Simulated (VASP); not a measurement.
GeAu2:

```
CELL_PARAMETERS angstrom
0.00000 2.98927 2.98927
2.98927 0.00000 2.98927
2.98927 2.98927 0.00000
ATOMIC_POSITIONS crystal
Ge 0.00000 0.00000 0.00000
Au 0.25000 0.25000 0.25000
Au 0.75000 0.75000 0.75000
```

* Program: VASP 6.6.1
* Task: relaxation of cell and atoms
* Functional: PBE
* Potentials or basis: VASP PAW PBE potentials, release 64 (Ge_d, Au)
* Cutoff: 600 eV
* k mesh: 6 × 6 × 6
* Occupations: gaussian, width 0.1 eV
* Spin: no spin polarisation

At the start: pressure 14.8 GPa; volume 17.81 Å³/atom.

Q: Where does the relaxation end?

A: Over 3 steps the energy falls by 90.4 meV/atom and the volume is 20.03 Å³/atom (+12.5 %); space group Fm-3m (No. 225, to 0.05 Å).

Step by step:
| step | energy change (eV) | largest force (eV/Å) | pressure (GPa) | volume (Å³) |
| --- | --- | --- | --- | --- |
| 1 | 0.0000 | 0.0000 | 14.80 | 53.42 |
| 2 | -0.0926 | 0.0000 | -6.55 | 67.18 |
| 3 | -0.2712 | 0.0000 | -0.12 | 60.10 |

Final structure:
```
Ge Au
1.0
     0.00000    3.10904    3.10904
     3.10904    0.00000    3.10904
     3.10904    3.10904    0.00000
Ge Au
1 2
Cartesian
  0.0000 0.0000 0.0000
  1.5545 1.5545 1.5545
  4.6636 4.6636 4.6636
```
